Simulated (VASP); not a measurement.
A run of VASP 6.6.1 is set up as follows.

INCAR

```
  PREC = Accurate
  ENCUT = 520
  EDIFF = 1E-6
  ISMEAR = 0
  SIGMA = 0.1
  LREAL = F
  LASPH = T
  NELM = 100
  ALGO = Normal
  ISIF = 2
  LWAVE = F
  LCHARG = F
  GGA = PE
  NBANDS = 23
```

KPOINTS

```
Automatic mesh
0
Gamma
  4 4 4
```

POSCAR

```
BAs5
1.0
    2.5239901183     -5.3356264224      0.0000000000
    2.5239901183      5.3356264224      0.0000000000
    0.0000000000      0.0000000000      4.4091003678
B As
1 5
Direct
    0.0000000000      0.0000000000      0.0000000000
    0.3783082487      0.6216917513      0.0000000000
    0.6216917513      0.3783082487      0.0000000000
    0.5000000000      0.5000000000      0.5000000000
    0.8861087799      0.1138912201      0.5000000000
    0.1138912201      0.8861087799      0.5000000000
```

Potentials or basis: VASP PAW PBE potentials, release 64 (B, As).

Run with:

```console
$ cat potpaw_PBE.64/B/POTCAR potpaw_PBE.64/As/POTCAR > POTCAR
$ mpirun -np 1 vasp_std > vasp.out
```

**Question.** Estimate the pressure.

**Answer.** 0.3 GPa.

**Question.** Predict the largest force.

**Answer.** 0.048 eV/Å.

**Question.** What does it give for the band gap on the k mesh?

**Answer.** Zero (band 14 reaches 5.96 eV, above the bottom of band 15 at 3.97 eV).

Forces on the atoms (eV/Å):
```
B    0.000  0.000  0.000
As   0.000  0.048  0.000
As   0.000 -0.048  0.000
As   0.000  0.000  0.000
As   0.000  0.045  0.000
As   0.000 -0.045  0.000
```
